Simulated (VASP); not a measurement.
# Si15C7 in VASP: further runs, part 2 of 3

VASP 6.6.1. Earlier steps stand in the parts before.

## 4. Single point, PBE

INCAR

```
SYSTEM = Si15C7
PREC     = Accurate       ! precision mode
ENCUT    = 520            ! plane-wave cutoff, eV
EDIFF    = 1E-7           ! SCF threshold, eV
ISMEAR   = -1             ! smearing method
SIGMA    = 0.05           ! smearing width, eV
LREAL    = Auto         
LASPH    = .TRUE.         ! aspherical terms in the spheres
NELM     = 60             ! most SCF steps
ALGO     = Normal         ! electronic algorithm
ISIF     = 2              ! what is computed and relaxed
LWAVE    = .FALSE.        ! write WAVECAR
LCHARG   = .FALSE.        ! write CHGCAR
GGA      = PE             ! functional
NBANDS   = 61             ! bands
ISYM     = 0
```

KPOINTS

```
Automatic mesh
0
Gamma
  1 1 1
  0.25 0.25 0.25
```

POSCAR

```
Si15C7
1.0
    7.0498510000      0.0733280000     -0.0802340000
    0.0733280000      7.4467350000      0.2804210000
   -0.0802340000      0.2804210000      6.9363850000
Si C
15 7
Direct
    0.7558807367      0.9688980045      0.4726789225
    0.4639439082      0.9061980806      0.2335558225
    0.1718897801      0.2458961478      0.7794502411
    0.7898469382      0.2196776362      0.9287926430
    0.7513493110      0.6456035354      0.5820663028
    0.5400769874      0.4539042203      0.3965672698
    0.4042521726      0.0977430852      0.5677504284
    0.5467378799      0.8278375454      0.8038519971
    0.2809990696      0.3120132931      0.2198429873
    0.1422371140      0.6139971496      0.4290904496
    0.9256293795     -0.0402491423      0.8271782279
    0.0548406735      0.9042494662      0.2697033897
    0.5176721611      0.5486016796      0.0272012693
    0.8101128750      0.3527822602      0.2287419228
    0.9478158968      0.4917484701      0.8158733206
    0.3766440546      0.3243125143      0.9640508160
    0.2747077737      0.0700872340      0.3219486766
    0.4937074137      0.9989661370      0.9781376088
    0.5267027038      0.1835739298      0.9394108718
   -0.0018652426      0.7918901873      0.0370421633
    0.0176445924      0.6106275951      0.0444555623
    0.0478368037      0.4844967695      0.2151770799
```

Potentials or basis: VASP PAW PBE potentials, release 64 (Si, C).

Run with:

```
> cat potpaw_PBE.64/Si/POTCAR potpaw_PBE.64/C/POTCAR > POTCAR
> mpirun -np 1 vasp_std > vasp.out
```

OUTCAR:

```text
SYSTEM = Si15C7
   PREC = Accurate
   ENCUT = 520
   EDIFF = 1E-7
   ISMEAR = -1
   LREAL = Auto
   LASPH = .TRUE.
   NELM = 60
   ISIF = 2
   GGA = PE
   ISYM = 0

 ion  position               nearest neighbor table
   1  0.756  0.969  0.473-   5 2.47  12 2.62   2 2.69  11 2.71   7 2.75   8 2.90
   2  0.464  0.906  0.234-  18 1.87  17 1.93   1 2.69   7 2.85  12 2.90  13 3.14
   3  0.172  0.246  0.779-  16 2.03  15 2.43   7 2.52  11 2.78   4 2.91
   4  0.790  0.220  0.929-  19 1.88  11 2.31  14 2.38  15 2.42   3 2.91
   5  0.751  0.646  0.582-  15 2.33   1 2.47   6 2.49   8 2.58  10 2.99
   6  0.540  0.454  0.397-  14 2.39   9 2.48   5 2.49  13 2.61   7 3.01  10 3.05
   7  0.404  0.098  0.568-  17 1.94   3 2.52   8 2.66   1 2.75   2 2.85   9 2.90   6 3.01
   8  0.547  0.828  0.804-  18 1.86  13 2.51   5 2.58   7 2.66  11 2.87   1 2.90
   9  0.281  0.312  0.220-  17 1.89  16 1.91  22 2.06   6 2.48  13 2.74   7 2.90  10 2.94
  10  0.142  0.614  0.429-  22 1.95  12 2.41   9 2.94   5 2.99   6 3.05  15 3.12
  11  0.926  0.960  0.827-  20 1.90   4 2.31   1 2.71   3 2.78   8 2.87
  12  0.055  0.904  0.270-  20 1.91  17 2.05  10 2.41   1 2.62   2 2.90
  13  0.518  0.549  0.027-  16 2.03   8 2.51   6 2.61   9 2.74  14 2.79   2 3.14
  14  0.810  0.353  0.229-  22 1.96   4 2.38   6 2.39  13 2.79
[... 181 lines left out ...]
      3      -7.6256      2.00000
      4      -7.2637      2.00000
      5      -6.8808      2.00000
      6      -5.4965      2.00000
[... 48 lines left out ...]
     55       8.3561      0.00000
     56       8.7002      0.00000
 [bands above 56 left out]

------------------------ aborting loop because EDIFF is reached ----------------------------------------

  FORCE on cell =-STRESS in cart. coord.  units (eV):
  Direction    XX          YY          ZZ          XY          YZ          ZX
  --------------------------------------------------------------------------------------
  -------------------------------------------------------------------------------------
  Total      -16.5160176    -19.2502523     -7.6080590     -0.7668629      1.4180856     -1.5658383
  in kB      -72.7954639    -84.8467881    -33.5330342     -3.3800002      6.2503079     -6.9015380
  external PRESSURE =     -63.7250954 kB  Pullay stress =       0.0000000 kB

 VOLUME and BASIS-vectors are now :
 -----------------------------------------------------------------------------
  energy-cutoff  :      520.00
  volume of cell :      363.51
      direct lattice vectors                 reciprocal lattice vectors
     7.049851000  0.073328000 -0.080234000     0.141881518 -0.001461133  0.001700231
     0.073328000  7.446735000  0.280421000    -0.001461133  0.134506834 -0.005454682
    -0.080234000  0.280421000  6.936385000     0.001700231 -0.005454682  0.144407501

 POSITION                                       TOTAL-FORCE (eV/Angst)
 -----------------------------------------------------------------------------------
      5.36197      7.40310      3.48974         0.606107     -0.342989     -0.491339
      3.31845      6.84773      1.83693        -0.584483      0.046112     -0.265253
      1.16729      2.06230      5.46173         0.857664      0.042920      0.332693
      5.50989      1.95425      6.44069        -0.430148     -0.082771      0.108709
      5.29754      5.02596      4.15819        -0.241182      0.751712     -0.443410
      3.80893      3.53091      2.83470        -0.087760     -0.036457      0.222686
[... 14 lines left out ...]
      0.16560      4.56094      0.47818        -0.580609     -0.413641     -1.276363
      0.35550      3.67177      1.62458         0.816091     -1.574680      0.919860
 -----------------------------------------------------------------------------------
    total drift:                               -0.006569      0.022182     -0.011920

  FREE ENERGIE OF THE ION-ELECTRON SYSTEM (eV)
  ---------------------------------------------------
  free  energy   TOTEN  =      -133.3847170306 eV

  energy  without entropy=     -133.3794871212  energy(sigma->0) =     -133.38210208
```

OSZICAR:

```text
N       E                     dE             d eps       ncg     rms          rms(c)
DAV:   1     0.278922030903E+03    0.27892E+03   -0.36164E+04   122   0.123E+03
DAV:   2    -0.105437289261E+03   -0.38436E+03   -0.36285E+03   148   0.207E+02
DAV:   3    -0.143712597645E+03   -0.38275E+02   -0.37652E+02   164   0.611E+01
DAV:   4    -0.144857245477E+03   -0.11446E+01   -0.11405E+01   156   0.120E+01
DAV:   5    -0.144891129774E+03   -0.33884E-01   -0.33861E-01   164   0.210E+00    0.205E+01
DAV:   6    -0.133081918624E+03    0.11809E+02   -0.53192E+01   180   0.264E+01    0.111E+01
DAV:   7    -0.133550767617E+03   -0.46885E+00   -0.14604E+01   132   0.127E+01    0.584E+00
DAV:   8    -0.133397860524E+03    0.15291E+00   -0.11761E+00   148   0.413E+00    0.297E+00
DAV:   9    -0.133390407099E+03    0.74534E-02   -0.42035E-01   148   0.232E+00    0.780E-01
DAV:  10    -0.133382928536E+03    0.74786E-02   -0.55266E-02   164   0.100E+00    0.363E-01
DAV:  11    -0.133384389945E+03   -0.14614E-02   -0.34575E-02   148   0.571E-01    0.227E-01
DAV:  12    -0.133384426148E+03   -0.36203E-04   -0.32609E-03   148   0.242E-01    0.127E-01
DAV:  13    -0.133384680421E+03   -0.25427E-03   -0.12676E-03   140   0.120E-01    0.460E-02
DAV:  14    -0.133384709193E+03   -0.28772E-04   -0.15328E-04   148   0.432E-02    0.147E-02
DAV:  15    -0.133384714609E+03   -0.54157E-05   -0.22519E-05   148   0.171E-02    0.778E-03
DAV:  16    -0.133384716421E+03   -0.18129E-05   -0.37420E-06   140   0.794E-03    0.312E-03
DAV:  17    -0.133384716999E+03   -0.57743E-06   -0.27458E-06   156   0.555E-03    0.163E-03
DAV:  18    -0.133384717031E+03   -0.31723E-07   -0.45326E-07   132   0.264E-03
   1 F= -.13338472E+03 E0= -.13338210E+03  d E =-.522991E-02
```

Run time: 60 s. Hardware: 1 thread of AMD EPYC 7R43 (Zen 3), shared host; peak memory 0.32 GiB.

Results:

```
Free energy            : -133.3847 eV
Pressure               : -6.4 GPa
Largest force          : 1.998 eV/Å
Band gap on the k mesh : 0.55 eV
```

Forces in eV/Å, atoms in the order of the input:
```
Si   0.606 -0.343 -0.491
Si  -0.584  0.046 -0.265
Si   0.858  0.043  0.333
Si  -0.430 -0.083  0.109
Si  -0.241  0.752 -0.443
Si  -0.088 -0.036  0.223
Si  -0.448  0.044 -0.002
Si  -0.137 -0.076  0.178
Si  -1.034 -0.067 -0.690
Si  -0.031  0.409  0.522
Si   0.086  0.163  0.138
Si   0.366  0.655  1.169
Si  -0.560  0.015 -0.014
Si   0.245 -0.459  0.159
Si  -0.004 -0.248 -0.417
C    0.611  0.059 -0.282
C   -0.470 -0.390 -0.038
C    0.801 -0.212  0.299
C   -0.540  0.028  0.385
C    0.759  1.688 -0.516
C   -0.581 -0.414 -1.276
C    0.816 -1.575  0.920
```

Stress tensor (GPa, compression positive):
```
-7.28 -0.34 -0.69
-0.34 -8.48  0.63
-0.69  0.63 -3.35
```

Caveat: the k points lie up to 0.91 Å⁻¹ apart.

(Part 2 of 3 ends here.)
